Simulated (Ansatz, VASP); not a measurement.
## AlGa3N4: VASP beside Ansatz

```xyz
8
Lattice="0.0000 -2.2146 -2.2146 2.2117 4.4283 -2.2137 4.4234 -2.2140 2.2140" Properties=species:S:1:pos:R:3 pbc="T T T"
Al    2.2155   -0.0001   -2.2145
Ga    2.1974   -2.2167    0.0021
Ga    4.4235    0.0016   -0.0016
Ga    0.0117    0.0008   -0.0008
N     5.5557   -1.1264   -1.0883
N     1.1323   -1.0815   -1.1331
N     3.2697    1.1050   -1.1050
N     3.3110   -1.1120    1.1120
```

Alike in both runs: functional LDA; k mesh 10 × 10 × 6; occupations gaussian, width 0.02 eV; no spin polarisation.

Ansatz relaxed the structure, and its values are those at the end. VASP's run is a single point on that final structure, the one shown.

|  | VASP | Ansatz |
| --- | --- | --- |
| version | VASP 6.6.1 | Ansatz 0.2.0 |
| potentials or method | VASP PAW LDA potentials, release 64 (Al, Ga_d, N_h), cutoff 910 eV | scalar-relativistic, plane waves, PAW |
| valence electrons in the cell | 62 | 62 |

VASP gave:

```
gap on the k mesh at the Fermi level (eV) : 2.48
least direct gap on the mesh (eV)         : 2.48
rms of the force components (eV/Å)        : 0.010
```

**Question.** What did Ansatz give for the same quantities?

**Answer.** gap on the k mesh at the Fermi level (eV): 2.47; least direct gap on the mesh (eV): 2.47; rms of the force components (eV/Å): 0.000.

Ansatz warns that its potentials were made for another functional, while VASP's fit it. LDA's correlation is that of Perdew and Zunger in VASP and of Perdew and Wang (1992) in Ansatz.

Noted on VASP's run: the cutoff is short for stress, so the pressure is rough.
